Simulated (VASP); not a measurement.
Set up this calculation in VASP 6.6.1, as the native input.

```yaml
Task: single point
Functional: PBE
Potentials_or_basis: VASP PAW PBE potentials, release 64 (Hf_pv)
Cutoff: 520 eV
k_mesh: 18 × 18 × 10
Occupations: gaussian, width 0.15 eV
Spin: no spin polarisation
Dipole_correction: no
Further_INCAR_settings: ALGO = Fast; EDIFF = 1e-07; NBANDS = 17
```

The structure of Hf lies in POSCAR:

```
Hf
1.0
    3.4435390971      0.0000000000      0.0000000000
   -1.7217695485      2.9821923370      0.0000000000
    0.0000000000      0.0000000000      4.3586799101
Hf
2
Direct
    0.3333333333      0.6666666667      0.2500000000
    0.6666666667      0.3333333333      0.7500000000
```

This cell differs from its parent crystal: ratio of the length along z to the lengths across it x 0.8, volume and fractional coordinates fixed.

One way to write it, as run:

INCAR

```
PREC = Accurate
ENCUT = 520
EDIFF = 1E-7
ISMEAR = 0
SIGMA = 0.15
LREAL = False
LASPH = True
NELM = 100
ALGO = Fast
ISIF = 2
LWAVE = False
LCHARG = False
GGA = PE
NBANDS = 17
```

KPOINTS

```
regular mesh
0
Gamma
  18 18 10
```

Potentials or basis: VASP PAW PBE potentials, release 64 (Hf_pv).

Launch:

```sh
$ cat potpaw_PBE.64/Hf_pv/POTCAR > POTCAR
$ mpirun -np 1 vasp_std > vasp.out
```

It gave:

| Property | Result |
| --- | --- |
| Pressure | 2.6 GPa |
| Band gap on the k mesh | zero (band 10 reaches 5.71 eV, above the bottom of band 11 at 4.48 eV) |

Caveat: spin-orbit coupling is left out, which moves the levels of the heavy elements.

Wall time 99 s on 1 thread of AMD EPYC 9R45 96-Core Processor (Zen 5), with other jobs on the host, peak memory 0.24 GiB.
